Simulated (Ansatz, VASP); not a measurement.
# One calculation of In, two programs

INCAR

```
SYSTEM = In
  ALGO = Normal
  EDIFF = 1E-6
  ENCUT = 520
  GGA = PS
  ISIF = 2
  ISMEAR = -1
  LASPH = .True.
  LCHARG = .True.
  LELF = .True.
  LREAL = .False.
  LVHAR = .True.
  LWAVE = .False.
  NBANDS = 26
  NELM = 80
  PREC = Accurate
  SIGMA = 0.05
```

The input KPOINTS:

```
k-points
0
Gamma
  14 14 14
  0 0 0
```

The input POSCAR:

```
In
1.0
    1.6863331848      0.9736049182      8.2074632500
   -1.6863331848      0.9736049182      8.2074632500
    0.0000000000     -1.9472098363      8.2074632500
In
3
Direct
    0.0000000000      0.0000000000      0.0000000000
    0.7780122400      0.7780122400      0.7780122400
    0.2219877600      0.2219877600      0.2219877600
```

Input for Ansatz:

```yaml
crystal:
  lattice:
    - [1.6863331848, 0.9736049182, 8.20746325]
    - [-1.6863331848, 0.9736049182, 8.20746325]
    - [0.0, -1.9472098363, 8.20746325]
  atoms:
    - { symbol: In, position: [0.0, 0.0, 0.0] }
    - { symbol: In, position: [0.77801224, 0.77801224, 0.77801224] }
    - { symbol: In, position: [0.22198776, 0.22198776, 0.22198776] }
kpoints:
  mp_grid: { grid: [14, 14, 14] }
  band_path:
    path:
      - [0.0, 0.0, 0.0]
      - [0.5, 0.5, 0.5]
      - [0.8239521772, 0.1760478228, 0.5]
      - [0.5, -0.1760478228, 0.1760478228]
      - [0.5, 0.0, 0.0]
      - [0.0, 0.0, 0.0]
      - [0.3380239114, -0.3380239114, 0.0]
      - [0.6619760886, 0.0, 0.3380239114]
      - [0.5, 0.0, 0.5]
    npoints: 5
scf:
  occupations: { method: fermi_dirac, width: 0.05 }
hamiltonian:
  xc: pbesol
  pseudopotentials: { kind: all_electron, lapw: { basis_error: 0.0005 } }
output:
  forces: true
  stress: true
  eigenvalues: true
```

Change from the starting cell: equal xx and yy strain of +1 %.

Alike in both runs: task single point; functional PBEsol; k mesh 14 × 14 × 14; occupations fermi-dirac, width 0.05 eV; no spin polarisation.

|  | VASP | Ansatz |
| --- | --- | --- |
| version | VASP 6.6.1 | Ansatz 0.2.0 |
| potentials or method | VASP PAW PBE potentials, release 64 (In_d), cutoff 520 eV | all-electron LAPW, scalar-relativistic |

|  | VASP | Ansatz | Ansatz less VASP |
| --- | --- | --- | --- |
| pressure (GPa) | -1.9 | -1.9 | +0.04 |
| traceless stress, the component that is largest in VASP (GPa) | 0.18 | 0.17 | -0.001 |
| rms of the force components (eV/Å) | 0.004 | 0.003 | -0.0003 |

VASP's potentials were made for PBE, not for PBEsol. Atom by atom the forces differ by 0.000 eV/Å (rms over components). Ansatz ran all-electron here, and VASP with PAW potentials.
